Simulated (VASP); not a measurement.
Rb: single point with PBE

Rb:

```
CELL_PARAMETERS angstrom
4.43371 0.00000 0.00000
-2.21685 3.83970 0.00000
0.00000 0.00000 7.31506
ATOMIC_POSITIONS crystal
Rb 0.33333 0.66667 0.25000
Rb 0.66667 0.33333 0.75000
```

This isn't the form of Rb at room conditions, which is bcc.

| Item | Value |
| --- | --- |
| Program | VASP 6.6.1 |
| Task | single point |
| Functional | PBE |
| Potentials or basis | VASP PAW PBE potentials, release 64 (Rb_sv) |
| Cutoff | 520 eV |
| k mesh | 9 × 9 × 5 |
| Occupations | fermi-dirac, width 0.08 eV |
| Spin | no spin polarisation |

```json
{
 "Pressure": "2.1 GPa",
 "Band gap on the k mesh": "zero (bands 9 and 10 overlap by 2.22 eV)"
}
```

Levels at points of the mesh, in eV from the Fermi level:
| k point | band 7 | band 8 | band 9 | band 10 | band 11 | band 12 |
| --- | --- | --- | --- | --- | --- | --- |
| (0.00, 0.00, 0.00) | -12.79 | -12.79 | -2.53 | -0.04 | 0.96 | 3.73 |

Wall time 24 s on 1 thread of Intel(R) Xeon(R) 6975P-C (Granite Rapids) (shared host), peak memory 0.26 GiB.
